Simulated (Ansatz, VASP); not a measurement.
## Sn in VASP and in Ansatz

INCAR

```
SYSTEM = Sn
PREC     = Accurate       ! precision mode
ENCUT    = 520            ! plane-wave cutoff, eV
EDIFF    = 1E-6           ! SCF threshold, eV
ISMEAR   = 0              ! smearing method
SIGMA    = 0.15           ! smearing width, eV
LREAL    = .FALSE.        ! projectors in reciprocal space
LASPH    = .TRUE.         ! aspherical terms in the spheres
NELM     = 60             ! most SCF steps
ALGO     = Fast           ! electronic algorithm
ISIF     = 2              ! what is computed and relaxed
LWAVE    = .FALSE.        ! write WAVECAR
LCHARG   = .FALSE.        ! write CHGCAR
GGA      = CA             ! functional
NBANDS   = 13             ! bands
```

KPOINTS

```
regular mesh
0
G
  22 22 22
  0 0 0
```

POSCAR

```
Sn
1.0
   -1.7751992964      1.8255885243      2.2119055679
    1.7751992964     -1.8255885243      2.2119055679
    1.7751992964      1.8255885243     -2.2119055679
Sn
1
Direct
    0.0000000000      0.0000000000      0.0000000000
```

Input for Ansatz:

```yaml
crystal:
  lattice:
    - [-1.7751992964, 1.8255885243, 2.2119055679]
    - [1.7751992964, -1.8255885243, 2.2119055679]
    - [1.7751992964, 1.8255885243, -2.2119055679]
  atoms:
    - { symbol: Sn, position: [0.0, 0.0, 0.0] }
basis:
  ecutwfc: 420
kpoints:
  mp_grid: { grid: [22, 22, 22] }
hamiltonian:
  xc: lda
scf:
  occupations: { method: gaussian, width: 0.15 }
output:
  forces: true
  stress: true
  eigenvalues: true
```

Alike in both runs: task single point; functional LDA; k mesh 22 × 22 × 22; occupations gaussian, width 0.15 eV; no spin polarisation.

```csv
,VASP,Ansatz
version,VASP 6.6.1,Ansatz 0.2.0
potentials or method,"VASP PAW LDA potentials, release 64 (Sn_d), cutoff 520 eV","scalar-relativistic, plane waves, PAW"
valence electrons in the cell,14,14
```

```tsv
	VASP	Ansatz	Ansatz less VASP
gap on the k mesh at the Fermi level (eV)	none	none	-
pressure (GPa)	-4.9	-4.9	-0.03
traceless stress, the component that is largest in VASP (GPa)	0.22	0.23	+0.016
```

LDA's correlation is that of Perdew and Zunger in VASP and of Perdew and Wang (1992) in Ansatz. A gap of «none» marks a metal or a gap that the smearing closes.
